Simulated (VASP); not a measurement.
Here is a VASP 6.6.1 calculation.

Contents of INCAR:

```
  PREC = Accurate
  ENCUT = 520
  EDIFF = 1E-6
  ISMEAR = 0
  SIGMA = 0.15
  LREAL = False
  LASPH = True
  NELM = 80
  ALGO = Normal
  ISIF = 2
  LWAVE = False
  LCHARG = False
  GGA = PS
  NBANDS = 14
```

File KPOINTS:

```
regular mesh
0
Gamma
  20 20 20
```

Contents of POSCAR:

```
HfN
1.0
    0.0000000000      2.3226670296      2.1368536672
    2.3226670296      0.0000000000      2.1368536672
    2.3226670296      2.3226670296      0.0000000000
Hf N
1 1
Direct
    0.0000000000      0.0000000000      0.0000000000
    0.5000000000      0.5000000000      0.5000000000
```

Potentials or basis: VASP PAW PBE potentials, release 64 (Hf_pv, N).

Command:

```sh
$ cat potpaw_PBE.64/Hf_pv/POTCAR potpaw_PBE.64/N/POTCAR > POTCAR
$ mpirun -np 1 vasp_std > vasp.out
```

Q: Estimate the pressure.

A: -0.5 GPa.

Stress tensor (GPa, compression positive):
```
-16.18   0.00   0.00
  0.00 -16.18   0.00
  0.00   0.00  31.01
```

Caveat: the PAW data sets were made with another functional, which shifts forces and pressure a little.
